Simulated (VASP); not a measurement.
A run of VASP 6.6.1 is set up as follows.

INCAR

```
ALGO = Normal ; EDIFF = 1E-7
ENCUT = 520 ; GGA = CA
ISIF = 2 ; ISMEAR = 1
LASPH = T ; LCHARG = T
LELF = T ; LREAL = F
LVHAR = T ; LWAVE = F
NBANDS = 34 ; NELM = 100
PREC = Accurate ; SIGMA = 0.3
```

KPOINTS

```
k-points
0
Gamma
  8 8 7
```

Contents of POSCAR:

```
Ga
1.0
    2.2178908173     -3.7419137528      0.0000000000
    2.2178908173      3.7419137528      0.0000000000
    0.0000000000      0.0000000000      4.4249628129
Ga
4
Direct
    0.8443628362      0.1556371638      0.0859373133
    0.6556371638      0.3443628362      0.5859373133
    0.1556371638      0.8443628362      0.9140626867
    0.3443628362      0.6556371638      0.4140626867
```

Potentials or basis: VASP PAW LDA potentials, release 64 (Ga_d).

The run is started by

```console
$ cat potpaw_LDA.64/Ga_d/POTCAR > POTCAR
$ mpirun -np 1 vasp_std > vasp.out
```

Problem. Estimate the pressure.

Solution. 0.2 GPa.

Problem. What does it give for the largest force?

Solution. 0.014 eV/Å.

Forces in eV/Å, atoms in the order of the input:
```
Ga   0.000 -0.013 -0.004
Ga   0.000  0.013 -0.004
Ga   0.000  0.013  0.004
Ga   0.000 -0.013  0.004
```
